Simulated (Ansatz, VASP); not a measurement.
**Al in VASP and in Ansatz**

```
Al
1.0
     2.83598    0.00000    0.00000
    -1.41799    2.45603    0.00000
     0.00000    0.00000    4.57335
Al
2
Direct
  0.33333 0.66667 0.25000
  0.66667 0.33333 0.75000
```

Alike in both runs: functional LDA; k mesh 13 × 13 × 7; occupations fermi-dirac, width 0.1 eV; no spin polarisation.

Ansatz relaxed the structure, and its values are those at the end. VASP's run is a single point on that final structure, the one shown.

|  | VASP | Ansatz |
| --- | --- | --- |
| version | VASP 6.6.1 | Ansatz 0.2.0 |
| potentials or method | VASP PAW LDA potentials, release 64 (Al), cutoff 520 eV | plane waves (420 eV) with PAW, scalar-relativistic |
| valence electrons in the cell | 6 | 6 |

|  | VASP | Ansatz | Ansatz less VASP |
| --- | --- | --- | --- |
| pressure (GPa) | 0.1 | 0.0 | -0.08 |

Ansatz warns that its potentials were made for another functional, while VASP's fit it. LDA's correlation is that of Perdew and Zunger in VASP and of Perdew and Wang (1992) in Ansatz.
